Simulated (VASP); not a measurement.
A run of VASP 6.6.1:

File POSCAR:

```
BeS
1.0
    0.0000000000      2.4343066148      2.4343066148
    2.4343066148      0.0000000000      2.4343066148
    2.4343066148      2.4343066148      0.0000000000
Be S
1 1
Direct
    0.0000000000      0.0000000000      0.0000000000
    0.2500000000      0.2500000000      0.2500000000
```

INCAR.step1

```
SYSTEM = BeS
PREC = Accurate
ENCUT = 520
ISMEAR = -1
SIGMA = 0.02
LREAL = .False.
LASPH = .True.
NELM = 60
NBANDS = 11
GGA = PE
ALGO = Normal
EDIFF = 1E-4
LWAVE = .True.
LCHARG = .False.
```

File INCAR.step2:

```
SYSTEM = BeS
PREC = Accurate
ENCUT = 520
EDIFF = 1E-6
ISMEAR = -1
SIGMA = 0.02
LREAL = .False.
LASPH = .True.
NELM = 60
ALGO = Normal
ISIF = 2
LWAVE = .False.
LCHARG = .False.
METAGGA = R2SCAN
LMIXTAU = .True.
NBANDS = 11
ISTART = 1
```

File KPOINTS:

```
regular mesh
0
Gamma
  8 8 8
  0 0 0
```

Potentials or basis: VASP PAW PBE potentials, release 64 (Be, S).

Run with:

```console
$ cat potpaw_PBE.64/Be/POTCAR potpaw_PBE.64/S/POTCAR > POTCAR
$ cp INCAR.step1 INCAR
$ mpirun -np 1 vasp_std > vasp.out
$ cp INCAR.step2 INCAR
$ mpirun -np 1 vasp_std > vasp.out
```

Hardware: 1 thread of Intel Xeon 8259CL (shared host).

Question: Estimate the wall time of this run.

Answer: It took 64 s on 1 thread of Intel Xeon 8259CL, on a shared host, peak memory 0.16 GiB. Counts: k points 29.
